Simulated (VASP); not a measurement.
# CdSe (Fm-3m) in VASP: single point with LDA

Aim: the single point of CdSe with LDA.

All numbers are computed with VASP 6.6.1; they aren't measurements. Logs are shortened: lines on timing, memory, paths and dates and some standing lists are left out, and cuts for length are marked.

### 1 The cell of the first run

The structure is cubic, space group Fm-3m (No. 225). The conventional cell has a = 5.748 Å, b = 5.748 Å, c = 5.748 Å, α = 90.00°, β = 90.00°, γ = 90.00°. Cd (site symmetry m-3m) has 6 Se at 2.87 Å within 3.8 Å. Within 3.8 Å of Se (site symmetry m-3m) lie 6 Cd at 2.87 Å.

### 2 Single point, LDA

INCAR reads:

```
PREC = Accurate
ENCUT = 500
EDIFF = 1E-6
ISMEAR = 0
SIGMA = 0.01
LREAL = False
LASPH = True
NELM = 120
ALGO = Normal
ISIF = 2
LWAVE = False
LCHARG = True
GGA = CA
LELF = True
LVHAR = True
NBANDS = 16
GGA_COMPAT = False
```

KPOINTS reads:

```
regular mesh
0
Gamma
  2 2 2
```

POSCAR reads:

```
CdSe
1.0
    0.0000000000      2.8739600000      2.8739600000
    2.8739600000      0.0000000000      2.8739600000
    2.8739600000      2.8739600000      0.0000000000
Cd Se
1 1
Direct
    0.0000000000      0.0000000000      0.0000000000
    0.5000000000      0.5000000000      0.5000000000
```

Potentials or basis: VASP PAW LDA potentials, release 64 (Cd, Se).

Launch:

```
$ cat potpaw_LDA.64/Cd/POTCAR potpaw_LDA.64/Se/POTCAR > POTCAR
$ mpirun -np 1 vasp_std > vasp.out
```

OUTCAR:

```text
PREC = Accurate
   ENCUT = 500
   EDIFF = 1E-6
   ISMEAR = 0
   LREAL = False
   LASPH = True
   NELM = 120
   ISIF = 2
   GGA = CA

 ion  position               nearest neighbor table
   1  0.000  0.000  0.000-   2 2.87   2 2.87   2 2.87   2 2.87   2 2.87   2 2.87
   2  0.500  0.500  0.500-   1 2.87   1 2.87   1 2.87   1 2.87   1 2.87   1 2.87

  LATTYP: Found a face centered cubic cell.
 ALAT       =     5.7479200000

  Lattice vectors:

 A1 = (   0.0000000000,   2.8739600000,   2.8739600000)
 A2 = (   2.8739600000,   0.0000000000,   2.8739600000)
 A3 = (   2.8739600000,   2.8739600000,   0.0000000000)

Analysis of symmetry for initial positions (statically):
=====================================================================
 Subroutine PRICEL returns:
 Original cell was already a primitive cell.

 Routine SETGRP: Setting up the symmetry group for a
 face centered cubic supercell.

 Subroutine GETGRP returns: Found 48 space group operations
 (whereof 48 operations were pure point group operations)
 out of a pool of 48 trial point group operations.

The static configuration has the point symmetry O_h .

Analysis of symmetry for dynamics (positions and initial velocities):
=====================================================================
 Subroutine PRICEL returns:
 Original cell was already a primitive cell.

 Routine SETGRP: Setting up the symmetry group for a
 face centered cubic supercell.

 Subroutine GETGRP returns: Found 48 space group operations
 (whereof 48 operations were pure point group operations)
 out of a pool of 48 trial point group operations.

The dynamic configuration has the point symmetry O_h .

 Subroutine INISYM returns: Found 48 space group operations
 (whereof 48 operations are pure point group operations),
 and found     1 'primitive' translations

----------------------------------------------------------------------------------------

                                     Primitive cell

  volume of cell :      47.4758

  direct lattice vectors                    reciprocal lattice vectors
     0.000000000  2.873960000  2.873960000    -0.173975977  0.173975977  0.173975977
     2.873960000  0.000000000  2.873960000     0.173975977 -0.173975977  0.173975977
     2.873960000  2.873960000  0.000000000     0.173975977  0.173975977 -0.173975977

  length of vectors
     4.064393210  4.064393210  4.064393210     0.301335232  0.301335232  0.301335232

  position of ions in fractional coordinates (direct lattice)
     0.000000000  0.000000000  0.000000000
[... 57 lines left out ...]
   LREAL  =      F    real-space projection
   EDIFFG = 0.1E-04   stopping-criterion for IOM
   NSW    =      0    number of steps for IOM
   IBRION =     -1    ionic relax: 0-MD 1-quasi-New 2-CG
   NFREE  =      0    steps in history (QN), initial steepest desc. (CG)
   ISIF   =      2    stress and relaxation
   ISYM   =      2    0-nonsym 1-usesym 2-fastsym
   POTIM  = 0.5000    time-step for ionic-motion
   TEBEG  =    0.0;   TEEND  =   0.0 temperature during run
   PSTRESS=    0.0 pullay stress
   NELECT =      18.0000    total number of electrons
   NUPDOWN=      -1.0000    fix difference up-down
   EMIN   =  10.00;   EMAX   =-10.00  energy-range for DOS
   EFERMI =   0.00;   METHOD = LEGACY
   ISMEAR =     0;   SIGMA  =   0.01  broadening in eV -4-tet -1-fermi 0-gaus
   EFERMI_NEDOS =   21; number of points for ismear=-14 and -15
   IALGO  =     38    algorithm
   IMIX   =      4    mixing-type and parameters
     AMIX     =   0.40;   BMIX     =  1.00
     AMIX_MAG =   1.60;   BMIX_MAG =  1.00
  volume/ion in A,a.u.               =      23.74       160.19
  Fermi-wavevector in a.u.,A,eV,Ry     =   1.184882  2.239102 19.101823  1.403944
  Thomas-Fermi vector in A             =   2.321087
   LORBIT       =      0    0 simple, 1 ext, 2 COOP (PROOUT), +10 PAW based schemes
   GGA     = CA    functional components
   LHFCALC =     F    Hartree Fock is set to
   AEXX    =    0.0000 exact exchange contribution
   IVDW    =     0    specifies the selected vdW correction
   LEPSILON=     F    determine dielectric tensor
   LRPA    =     F    only Hartree local field effects (RPA)
 non-spin polarized calculation
 Gauss-broadening in eV      SIGMA  =   0.01
  energy-cutoff  :      500.00
  volume of cell :       47.48
 maximum number of plane-waves:      1243
 NGX is ok and might be reduce to    30
   NGX = 15   NGY = 15   NGZ = 15

 number of electron      18.0000005 magnetization

 Free energy of the ion-electron system (eV)
  ---------------------------------------------------
  ext. energy  EPLUGINS =         0.00000000
  ---------------------------------------------------
  free energy    TOTEN  =        -4.86660055 eV

  energy without entropy =       -4.86123786  energy(sigma->0) =       -4.86391920

 E-fermi :   2.0635     XC(G=0): -10.2863

 val. band max:        2.0612711485   @ k =   0.5000   0.0000   0.0000
 cond. band min:       2.0941037106   @ k =   0.0000   0.0000   0.0000
 fundamental gap:      0.0328325620
 Fermi energy:         2.0635241128

 k-point     1 :       0.0000    0.0000    0.0000
  band No.  band energies     occupation
      1     -10.8426      2.00000
      2      -5.5024      2.00000
      3      -5.5024      2.00000
      4      -5.4815      2.00000
      5      -5.4815      2.00000
      6      -5.4815      2.00000
[... 34 lines left out ...]
      3      -5.4227      2.00000
      4      -5.2848      2.00000
      5      -5.2848      2.00000
      6      -4.8517      2.00000
[... 8 lines left out ...]
     15      16.5099      0.00000
     16      17.0135      0.00000

------------------------ aborting loop because EDIFF is reached ----------------------------------------

  FORCE on cell =-STRESS in cart. coord.  units (eV):
  Direction    XX          YY          ZZ          XY          YZ          ZX
  --------------------------------------------------------------------------------------
  -------------------------------------------------------------------------------------
  Total        0.1159379      0.1159379      0.1159379      0.0000000      0.0000000     -0.0000000
  in kB        3.9125862      3.9125862      3.9125862      0.0000000      0.0000000     -0.0000000
  external PRESSURE =       3.9125862 kB  Pullay stress =       0.0000000 kB

 VOLUME and BASIS-vectors are now :
 -----------------------------------------------------------------------------
  energy-cutoff  :      500.00
  volume of cell :       47.48
      direct lattice vectors                 reciprocal lattice vectors
     0.000000000  2.873960000  2.873960000    -0.173975977  0.173975977  0.173975977
     2.873960000  0.000000000  2.873960000     0.173975977 -0.173975977  0.173975977
     2.873960000  2.873960000  0.000000000     0.173975977  0.173975977 -0.173975977

 POSITION                                       TOTAL-FORCE (eV/Angst)
 -----------------------------------------------------------------------------------
      0.00000      0.00000      0.00000        -0.000000      0.000000     -0.000000
      2.87396      2.87396      2.87396         0.000000     -0.000000      0.000000
 -----------------------------------------------------------------------------------
    total drift:                               -0.000000      0.000000      0.000000

  FREE ENERGIE OF THE ION-ELECTRON SYSTEM (eV)
  ---------------------------------------------------
  free  energy   TOTEN  =        -4.8666005519 eV

  energy  without entropy=       -4.8612378558  energy(sigma->0) =       -4.86391920
```

OSZICAR:

```text
N       E                     dE             d eps       ncg     rms          rms(c)
DAV:   1     0.960920670761E+02    0.96092E+02   -0.90047E+03   104   0.101E+03
DAV:   2    -0.185288628396E+01   -0.97945E+02   -0.90458E+02    96   0.235E+02
DAV:   3    -0.527822550539E+01   -0.34253E+01   -0.33524E+01   136   0.449E+01
DAV:   4    -0.528719978952E+01   -0.89743E-02   -0.89741E-02   112   0.239E+00
DAV:   5    -0.528723952557E+01   -0.39736E-04   -0.39736E-04   128   0.144E-01    0.666E+00
DAV:   6    -0.496392141845E+01    0.32332E+00   -0.11572E+00   104   0.110E+01    0.475E+00
DAV:   7    -0.487639335304E+01    0.87528E-01   -0.11233E-01   112   0.286E+00    0.257E+00
DAV:   8    -0.488204883182E+01   -0.56555E-02   -0.94309E-02    96   0.154E+00    0.161E+00
DAV:   9    -0.487564216214E+01    0.64067E-02   -0.91140E-03    96   0.652E-01    0.133E+00
DAV:  10    -0.486694546428E+01    0.86967E-02   -0.12962E-02    96   0.707E-01    0.438E-01
DAV:  11    -0.486678067007E+01    0.16479E-03   -0.34182E-03    96   0.335E-01    0.149E-01
DAV:  12    -0.486662452210E+01    0.15615E-03   -0.32434E-04   128   0.109E-01    0.900E-02
DAV:  13    -0.486660164484E+01    0.22877E-04   -0.40087E-05   112   0.418E-02    0.244E-02
DAV:  14    -0.486660053988E+01    0.11050E-05   -0.71697E-06   128   0.160E-02    0.695E-03
DAV:  15    -0.486660055193E+01   -0.12050E-07   -0.14481E-07    72   0.248E-03
   1 F= -.48666006E+01 E0= -.48639192E+01  d E =-.536270E-02
```

stdout:

```text
POSCAR found type information on POSCAR CdSe
 POSCAR found :  2 types and       2 ions
 scaLAPACK will be used
 LDA part: xc-table for (Slater(with rela. corr.)+CA(PZ))
 , standard interpolation
 POSCAR, INCAR and KPOINTS ok, starting setup
 FFT: planning ... GRIDC
 FFT: planning ... GRID_SOFT
 FFT: planning ... GRID
 WAVECAR not read
 entering main loop
```

It took 10 s on 1 thread of Intel Xeon 8259CL, shared host; peak memory 0.14 GiB.

Results:

```
Free energy            : -4.8666 eV
Pressure               : 0.4 GPa
Band gap on the k mesh : zero (band 9 reaches 2.06 eV, above the bottom of band 10 at 1.65 eV)
```

Caveat: the k points lie up to 0.95 Å⁻¹ apart.
